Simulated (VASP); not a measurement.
A run of VASP 6.6.1 is set up as follows.

File INCAR:

```
SYSTEM = Mg
ALGO = Normal
EDIFF = 1E-6
ENCUT = 600
GGA = RE
GGA_COMPAT = .FALSE.
ISIF = 2
ISMEAR = -1
LASPH = .TRUE.
LCHARG = .FALSE.
LREAL = .FALSE.
LWAVE = .FALSE.
NBANDS = 10
NELM = 120
PREC = Accurate
SIGMA = 0.1
```

File KPOINTS:

```
k-points
0
G
  8 8 11
  0 0 0
```

POSCAR

```
Mg
1.0
    4.9355159474      0.0000000000      0.0000000000
   -2.4677579737      4.2742821912      0.0000000000
    0.0000000000      0.0000000000      2.9937363206
Mg
3
Direct
    1.0000000000      1.0000000000      0.0000000000
    0.3333333333      0.6666666667      0.5000000000
    0.6666666667      0.3333333333      0.5000000000
```

Potentials or basis: VASP PAW PBE potentials, release 64 (Mg).

Run with:

```bash
$ cat potpaw_PBE.64/Mg/POTCAR > POTCAR
$ mpirun -np 1 vasp_std > vasp.out
```

Estimate the pressure.

5.1 GPa.

Predict the band gap on the k mesh.

zero (band 3 reaches 6.52 eV, above the bottom of band 4 at 2.29 eV).

Caveat: the PAW data sets were made with another functional, which shifts forces and pressure a little.
